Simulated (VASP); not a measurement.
Wanted: the native input for a VASP 6.6.1 run.

| Item | Value |
| --- | --- |
| Task | single point |
| Functional | PBEsol |
| Potentials or basis | VASP PAW PBE potentials, release 64 (Ti_sv, O) |
| Cutoff | 520 eV |
| k mesh | 18 × 18 × 16 |
| Occupations | gaussian, width 0.15 eV |
| Spin | no spin polarisation |
| Dipole correction | no |
| Further INCAR settings | ALGO = Normal; EDIFF = 1e-06; NBANDS = 16 |

The structure of TiO lies in POSCAR:

```
TiO
1.0
    2.9362172690      0.0000000000      0.0000000000
   -1.4681086345      2.5428387460      0.0000000000
    0.0000000000      0.0000000000      3.4501003620
Ti O
1 1
Direct
    0.6666666667      0.3333333333      0.0000000000
    0.0000000000      0.0000000000      0.5000000000
```

This cell differs from its parent crystal: ratio of the length along z to the lengths across it x 1.1, volume and fractional coordinates fixed.

These files were run (other wordings do the same):

INCAR

```
ALGO     = Normal         # electronic algorithm
EDIFF    = 1E-6           # SCF threshold, eV
ENCUT    = 520            # plane-wave cutoff, eV
GGA      = PS             # functional
ISIF     = 2              # what is computed and relaxed
ISMEAR   = 0              # smearing method
LASPH    = True           # aspherical terms in the spheres
LCHARG   = False          # write CHGCAR
LREAL    = False          # projectors in reciprocal space
LWAVE    = False          # write WAVECAR
NBANDS   = 16             # bands
NELM     = 60             # most SCF steps
PREC     = Accurate       # precision mode
SIGMA    = 0.15           # smearing width, eV
```

KPOINTS

```
k-points
0
Gamma
  18 18 16
```

Potentials or basis: VASP PAW PBE potentials, release 64 (Ti_sv, O).

The run is started by

```sh
$ cat potpaw_PBE.64/Ti_sv/POTCAR potpaw_PBE.64/O/POTCAR > POTCAR
$ mpirun -np 1 vasp_std > vasp.out
```

It gave:

| Item | Value |
| --- | --- |
| Pressure | -39.3 GPa |
| Band gap on the k mesh | zero (band 9 reaches 7.21 eV, above the bottom of band 10 at 7.02 eV) |

Caveat: the PAW data sets were made with another functional, which shifts forces and pressure a little; semilocal functionals often make such compounds metallic where correlation or magnetic order opens a gap, which also shifts bond lengths.

It took 58 s on 1 thread of Intel(R) Xeon(R) Platinum 8488C (Sapphire Rapids), on a shared host, peak memory 0.25 GiB.
